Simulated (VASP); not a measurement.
# MgO (Fm-3m) in VASP: further runs, part 3 of 3

VASP 6.6.1.

## Step 6: Single point, LDA

INCAR

```
SYSTEM = MgO
  PREC = Accurate
  ENCUT = 750
  EDIFF = 1E-6
  ISMEAR = 0
  SIGMA = 0.02
  LREAL = .FALSE.
  LASPH = .TRUE.
  NELM = 120
  ALGO = Normal
  ISIF = 2
  LWAVE = .FALSE.
  LCHARG = .FALSE.
  NBANDS = 15
  GGA_COMPAT = .FALSE.
```

KPOINTS

```
regular mesh
0
G
  10 10 10
  0 0 0
```

POSCAR

```
MgO
1.0
    0.0000000000      2.0796349157      2.0796349157
    2.0796349157      0.0000000000      2.0796349157
    2.0796349157      2.0796349157      0.0000000000
Mg O
1 1
Direct
    0.0000000000      0.0000000000      0.0000000000
    0.5000000000      0.5000000000      0.5000000000
```

Potentials or basis: VASP PAW LDA potentials, release 64 (Mg_sv, O).

On the command line:

```sh
cat potpaw_LDA.64/Mg_sv/POTCAR potpaw_LDA.64/O/POTCAR > POTCAR
mpirun -np 1 vasp_std > vasp.out
```

OUTCAR:

```text
SYSTEM = MgO
   PREC = Accurate
   ENCUT = 750
   EDIFF = 1E-6
   ISMEAR = 0
   LREAL = .FALSE.
   LASPH = .TRUE.
   NELM = 120
   ISIF = 2

 ion  position               nearest neighbor table
   1  0.000  0.000  0.000-   2 2.08   2 2.08   2 2.08   2 2.08   2 2.08   2 2.08
   2  0.500  0.500  0.500-   1 2.08   1 2.08   1 2.08   1 2.08   1 2.08   1 2.08

  LATTYP: Found a face centered cubic cell.
 ALAT       =     4.1592698314

  Lattice vectors:

 A1 = (   0.0000000000,   2.0796349157,   2.0796349157)
 A2 = (   2.0796349157,   0.0000000000,   2.0796349157)
 A3 = (   2.0796349157,   2.0796349157,   0.0000000000)

Analysis of symmetry for initial positions (statically):
=====================================================================
 Subroutine PRICEL returns:
 Original cell was already a primitive cell.

 Routine SETGRP: Setting up the symmetry group for a
 face centered cubic supercell.

 Subroutine GETGRP returns: Found 48 space group operations
 (whereof 48 operations were pure point group operations)
 out of a pool of 48 trial point group operations.

The static configuration has the point symmetry O_h .

Analysis of symmetry for dynamics (positions and initial velocities):
=====================================================================
 Subroutine PRICEL returns:
[... 178 lines left out ...]
     12      18.5954      0.00000
     13      22.7240      0.00000
     14      24.4037      0.00000
[... 401 lines left out ...]
      2     -35.8873      2.00000
      3     -35.8428      2.00000
      4     -35.8396      2.00000
      5     -12.9318      2.00000
      6      -0.8761      2.00000
      7       1.4822      2.00000
      8       1.7157      2.00000
      9      12.5782      0.00000
     10      13.0066      0.00000
     11      16.6040      0.00000
     12      21.2255      0.00000
     13      21.4427      0.00000
     14      27.8866      0.00000
     15      30.3248      0.00000

 [... further k-points ...]

------------------------ aborting loop because EDIFF is reached ----------------------------------------

  FORCE on cell =-STRESS in cart. coord.  units (eV):
  Direction    XX          YY          ZZ          XY          YZ          ZX
  --------------------------------------------------------------------------------------
  -------------------------------------------------------------------------------------
  Total        0.0052811      0.0052811      0.0052811      0.0000000      0.0000000     -0.0000000
  in kB        0.4703785      0.4703785      0.4703785      0.0000000      0.0000000     -0.0000000
  external PRESSURE =       0.4703785 kB  Pullay stress =       0.0000000 kB

 VOLUME and BASIS-vectors are now :
 -----------------------------------------------------------------------------
  energy-cutoff  :      750.00
  volume of cell :       17.99
      direct lattice vectors                 reciprocal lattice vectors
     0.000000000  2.079634916  2.079634916    -0.240426815  0.240426815  0.240426815
     2.079634916  0.000000000  2.079634916     0.240426815 -0.240426815  0.240426815
     2.079634916  2.079634916  0.000000000     0.240426815  0.240426815 -0.240426815

 POSITION                                       TOTAL-FORCE (eV/Angst)
 -----------------------------------------------------------------------------------
      0.00000      0.00000      0.00000         0.000000      0.000000     -0.000000
      2.07963      2.07963      2.07963        -0.000000     -0.000000      0.000000
 -----------------------------------------------------------------------------------
    total drift:                                0.000000      0.000000      0.000000

  FREE ENERGIE OF THE ION-ELECTRON SYSTEM (eV)
  ---------------------------------------------------
  free  energy   TOTEN  =       -13.2352864045 eV

  energy  without entropy=      -13.2352864045  energy(sigma->0) =      -13.23528640
```

OSZICAR:

```text
N       E                     dE             d eps       ncg     rms          rms(c)
DAV:   1     0.153239289352E+03    0.15324E+03   -0.12670E+04  1410   0.162E+03
DAV:   2    -0.967299242844E+01   -0.16291E+03   -0.15474E+03  1683   0.421E+02
DAV:   3    -0.147906902704E+02   -0.51177E+01   -0.50938E+01  1821   0.737E+01
DAV:   4    -0.148608266028E+02   -0.70136E-01   -0.70129E-01  1620   0.850E+00
DAV:   5    -0.148618494685E+02   -0.10229E-02   -0.10229E-02  1774   0.863E-01    0.846E+00
DAV:   6    -0.132987674538E+02    0.15631E+01   -0.24099E+00  1529   0.150E+01    0.273E+00
DAV:   7    -0.132636638259E+02    0.35104E-01   -0.13525E-01  1669   0.323E+00    0.165E+00
DAV:   8    -0.132365120967E+02    0.27152E-01   -0.43866E-02  1725   0.205E+00    0.347E-01
DAV:   9    -0.132352531485E+02    0.12589E-02   -0.36476E-03  1550   0.532E-01    0.758E-02
DAV:  10    -0.132352935954E+02   -0.40447E-04   -0.14278E-04  1809   0.143E-01    0.342E-02
DAV:  11    -0.132352864857E+02    0.71097E-05   -0.10930E-05  1641   0.365E-02    0.437E-03
DAV:  12    -0.132352864045E+02    0.81198E-07   -0.18108E-07  1006   0.600E-03
   1 F= -.13235286E+02 E0= -.13235286E+02  d E =-.557864E-54
```

stdout:

```text
POSCAR found type information on POSCAR MgO
 POSCAR found :  2 types and       2 ions
 scaLAPACK will be used
 LDA part: xc-table for (Slater(with rela. corr.)+CA(PZ))
 , standard interpolation
 POSCAR, INCAR and KPOINTS ok, starting setup
 FFT: planning ... GRIDC
 FFT: planning ... GRID_SOFT
 FFT: planning ... GRID
 WAVECAR not read
 entering main loop
```

Wall time 23 s (1 thread of AMD EPYC 7R43 (Zen 3), shared host); peak memory 0.11 GiB.

Results:

```yaml
Free_energy: -13.2353 eV
Pressure: 0.0 GPa
Band_gap_on_the_k_mesh: 5.05 eV
```

Levels at points of the mesh, in eV from the valence-band top:
| k point | band 5 | band 6 | band 7 | band 8 | band 9 | band 10 | band 11 | band 12 |
| --- | --- | --- | --- | --- | --- | --- | --- | --- |
| (0.00, 0.00, 0.00) | -17.19 | 0.00 | 0.00 | 0.00 | 5.05 | 15.73 | 15.73 | 15.73 |
| (0.50, 0.00, 0.00) | -15.70 | -4.86 | -0.71 | -0.71 | 7.98 | 12.84 | 16.40 | 16.40 |
| (0.50, 0.50, 0.00) | -15.46 | -4.28 | -1.42 | -1.42 | 8.93 | 10.15 | 13.30 | 19.22 |

## Step 7: The runs side by side

```tsv
task	cell	k mesh	smearing	gap on the mesh (eV)	pressure (GPa)	relaxed volume (Å³/atom)
single point	a = 2.941 Å, angles 60.0°, 2 atoms	8 × 8 × 8	gaussian 0.1 eV	5.05	0.0	-
relaxation of cell and atoms	relaxed from a = 2.941 Å, angles 60.0°, 2 atoms	10 × 10 × 10	gaussian 0.01 eV	5.04	0.0	9.00
relaxation of cell and atoms	relaxed from a = 2.941 Å, angles 60.0°, 2 atoms	10 × 10 × 10	gaussian 0.02 eV	5.05	0.0	-
relaxation of cell and atoms	relaxed from a = 3.020 Å, angles 60.0°, 2 atoms	8 × 8 × 8	gaussian 0.1 eV	5.03	0.0	9.01
single point	a = 2.941 Å, angles 60.0°, 2 atoms	10 × 10 × 10	gaussian 0.02 eV	5.05	0.0	-
```

Alike in all rows: level LDA; potentials or basis VASP PAW LDA potentials, release 64 (Mg_sv, O); no spin polarisation; cutoff (eV) 750.

Caveats: the relaxation stopped at its first step, so nothing moved (at least some runs).

Total energies depend on the potentials used, so only differences within one code and one set of settings carry meaning.

## Step 8: How close it comes

Step 2. Measured gap of MgO: 7.83 eV (quoted in “Electronic structure of alkaline earth and post-transition metal oxides”, 2009, arxiv:0908.1581). This calculation gives 5.05 eV (-2.78 eV). The value is that of LDA, without temperature or zero-point motion. Semilocal functionals fall short of measured gaps as a rule.

Step 6. A measured gap of MgO is 7.83 eV (quoted in “Electronic structure of alkaline earth and post-transition metal oxides”, 2009, arxiv:0908.1581); the calculated 5.05 eV misses it by -2.78 eV. The value is that of LDA, without temperature or zero-point motion. Semilocal functionals fall short of measured gaps as a rule.
